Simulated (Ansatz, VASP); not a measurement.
LiF in VASP and in Ansatz

```
CELL_PARAMETERS angstrom
0.00000 2.00726 2.00726
2.00726 0.00000 2.00726
2.00726 2.00726 0.00000
ATOMIC_POSITIONS crystal
Li 0.00000 0.00000 0.00000
F 0.50000 0.50000 0.50000
```

Change from the starting cell: volume scaled by 0.99.

Alike in both runs: task single point; functional LDA; k mesh 10 × 10 × 10; occupations fermi-dirac, width 0.03 eV; no spin polarisation.

|  | VASP | Ansatz |
| --- | --- | --- |
| version | VASP 6.6.1 | Ansatz 0.2.0 |
| potentials or method | VASP PAW LDA potentials, release 64 (Li_sv, F), cutoff 520 eV | all-electron LAPW, scalar-relativistic |

```csv
,VASP,Ansatz,Ansatz less VASP
gap on the k mesh at the Fermi level (eV),8.93,8.91,-0.020
```

LDA's correlation is that of Perdew and Zunger in VASP and of Perdew and Wang (1992) in Ansatz. Ansatz ran all-electron here, and VASP with PAW potentials.

Noted on VASP's run: the cutoff is short for stress, so the pressure is rough.
